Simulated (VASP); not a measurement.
Wanted: the native input for a VASP 6.6.1 run.

| Quantity | Value |
| --- | --- |
| Task | single point |
| Functional | PBE |
| Potentials or basis | VASP PAW PBE potentials, release 64 (Sn_d, O) |
| Cutoff | 520 eV |
| k mesh | 4 × 4 × 4 |
| Occupations | gaussian, width 0.1 eV |
| Spin | no spin polarisation |
| Dipole correction | no |
| Further INCAR settings | ALGO = Normal; EDIFF = 1e-07; NBANDS = 35 |

The structure of SnO2 lies in POSCAR:

```
SnO2
1.0
   -1.6138978120      2.7953530086      0.0000000000
    0.0000000000      0.0000000000      5.4898739544
    4.8416934360      2.7953530086      0.0000000000
Sn O
2 4
Direct
    1.0000000000      1.0000000000      0.0000000000
    0.5000000000      1.0000000000      0.5000000000
    0.5000000000      0.1842883270      0.1666666667
    1.0000000000      0.1842883270      0.6666666667
    1.0000000000      0.8157116730      0.3333333333
    0.5000000000      0.8157116730      0.8333333333
```

One way to write it, as run:

INCAR

```
SYSTEM = SnO2
PREC = Accurate ; ENCUT = 520
EDIFF = 1E-7 ; ISMEAR = 0
SIGMA = 0.1 ; LREAL = .False.
LASPH = .True. ; NELM = 80
ALGO = Normal ; ISIF = 2
LWAVE = .False. ; LCHARG = .True.
GGA = PE ; LELF = .True.
LVHAR = .True. ; NBANDS = 35
```

KPOINTS

```
regular mesh
0
Gamma
  4 4 4
  0 0 0
```

Potentials or basis: VASP PAW PBE potentials, release 64 (Sn_d, O).

Run with:

```bash
$ cat potpaw_PBE.64/Sn_d/POTCAR potpaw_PBE.64/O/POTCAR > POTCAR
$ mpirun -np 1 vasp_std > vasp.out
```

It gave:

The pressure is 0.5 GPa, the largest force is 0.047 eV/Å and the band gap on the k mesh is 2.29 eV.

Caveat: the k points lie up to 0.49 Å⁻¹ apart; spin-orbit coupling is left out, which moves the levels of the heavy elements.

It took 44 s on 1 thread of Intel(R) Xeon(R) 6975P-C (Granite Rapids), on a shared host, peak memory 0.23 GiB.
